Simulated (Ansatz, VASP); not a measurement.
One calculation of Fe, two programs

File INCAR:

```
SYSTEM = Fe
PREC = Accurate
ENCUT = 520
EDIFF = 1E-7
ISMEAR = 0
SIGMA = 0.05
LREAL = .FALSE.
LASPH = .TRUE.
NELM = 150
ALGO = Normal
ISIF = 2
LWAVE = .FALSE.
LCHARG = .FALSE.
ISPIN = 2
MAGMOM = 2.5 2.5
LORBIT = 11
LMAXMIX = 4
GGA = PS
NBANDS = 19
```

The input KPOINTS:

```
regular mesh
0
G
  12 12 12
  0 0 0
```

The input POSCAR:

```
Fe
1.0
    2.7898114684      0.0000000000      0.0000000000
    0.0000000000      2.7898114684      0.0000000000
    0.0000000000      0.0000000000      2.7898114684
Fe
2
Direct
    0.0000000000      0.0000000000      0.0000000000
    0.5000000000      0.5000000000      0.5000000000
```

Input for Ansatz:

```yaml
crystal:
  lattice:
    - [2.7898114684, 0.0, 0.0]
    - [0.0, 2.7898114684, 0.0]
    - [0.0, 0.0, 2.7898114684]
  atoms:
    - { symbol: Fe, position: [0.0, 0.0, 0.0], spin: 2.5 }
    - { symbol: Fe, position: [0.5, 0.5, 0.5], spin: 2.5 }
basis:
  ecutwfc: 420
  ecutrho_ratio: 4
kpoints:
  mp_grid: { grid: [12, 12, 12] }
hamiltonian:
  xc: pbesol
scf:
  occupations: { method: gaussian, width: 0.05 }
  lower_state_search: "off"
output:
  forces: true
  stress: true
  eigenvalues: true
  populations: true
magnetization:
  spin_polarized: true
```

Alike in both runs: task single point; functional PBEsol; k mesh 12 × 12 × 12; occupations gaussian, width 0.05 eV; collinear spin.

|  | VASP | Ansatz |
| --- | --- | --- |
| version | VASP 6.6.1 | Ansatz 0.2.0 |
| potentials or method | VASP PAW PBE potentials, release 64 (Fe), cutoff 520 eV | scalar-relativistic, plane waves, PAW |
| valence electrons in the cell | 16 | 32 |

```tsv
	VASP	Ansatz	Ansatz less VASP
gap on the k mesh at the Fermi level (eV)	none	none	-
pressure (GPa)	-1.0	-1.0	+0.05
net moment per atom (μB)	2.10	2.09	-0.011
size of the moment on the site where the two differ most (μB)	2.08	2.12	+0.035
```

VASP's potentials were made for PBE, not for PBEsol. Site moments also hang on the region over which each program counts them. A gap of «none» marks a metal or a gap that the smearing closes. VASP's potentials hold 16 valence electrons a cell and Ansatz's 32, so a difference there can come from the potentials and not from the codes.
